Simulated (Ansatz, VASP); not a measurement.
## One calculation of GaN, two programs

```
CELL_PARAMETERS angstrom
3.18893 0.00000 0.00000
-1.59447 2.76169 0.00000
0.00000 0.00000 5.19236
ATOMIC_POSITIONS crystal
Ga 0.66667 0.33333 0.49908
Ga 0.33333 0.66667 0.99908
N 0.66667 0.33333 0.87592
N 0.33333 0.66667 0.37592
```

Alike in both runs: task relaxation of cell and atoms; functional LDA; k mesh 12 × 12 × 6; occupations gaussian, width 0.02 eV; no spin polarisation.

|  | VASP | Ansatz |
| --- | --- | --- |
| version | VASP 6.6.1 | Ansatz 0.2.0 |
| potentials or method | VASP PAW LDA potentials, release 64 (Ga_d, N), cutoff 600 eV | scalar-relativistic, plane waves, PAW |
| valence electrons in the cell | 36 | 36 |

```csv
,VASP,Ansatz,Ansatz less VASP
"gap on the k mesh at the Fermi level, each at its own relaxed structure (eV)",2.11,2.13,+0.017
relaxed volume (Å³/atom),11.11,11.05,-0.058
relaxed cell length with the largest relative difference (Å),3.158,3.152,-0.0057
```

LDA's correlation is that of Perdew and Zunger in VASP and of Perdew and Wang (1992) in Ansatz.
